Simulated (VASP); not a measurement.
MnO2, 3 atoms in the cell. The structure is trigonal, space group R-3m (No. 166). Conventional cell: a = 2.857 Å, b = 2.857 Å, c = 13.752 Å, α = 90.00°, β = 90.00°, γ = 120.00°. Mn (site symmetry -3m) has 6 O at 1.90 Å within 2.5 Å. O (site symmetry 3m) has 3 Mn at 1.90 Å and 3 O at 2.51 Å within 2.6 Å. 

| Item | Value |
| --- | --- |
| Program | VASP 6.6.1 |
| Task | single point |
| Functional | BLYP |
| Potentials or basis | VASP PAW PBE potentials, release 64 (Mn_sv, O) |
| Cutoff | 700 eV |
| k mesh | 3 × 3 × 3 |
| Occupations | tetrahedron |
| Spin | collinear spin, ferromagnetic start |
| Starting moments | [4.0, 0.0, 0.0] μB |
| Dipole correction | no |
| Further INCAR settings | ALGO = Normal; EDIFF = 1e-06; NBANDS = 24 |

Potentials or basis: VASP PAW PBE potentials, release 64 (Mn_sv, O).

Run with:

```sh
$ cat potpaw_PBE.64/Mn_sv/POTCAR potpaw_PBE.64/O/POTCAR > POTCAR
$ mpirun -np 1 vasp_std > vasp.out
```

Hardware: 1 thread of Intel(R) Xeon(R) 6975P-C (Granite Rapids), with other jobs on the host.

Estimate the wall time of this run.

Wall time 42 s on 1 thread of Intel(R) Xeon(R) 6975P-C (Granite Rapids), with other jobs on the host, peak memory 0.29 GiB. Counts: scf iterations 18, k points 6.
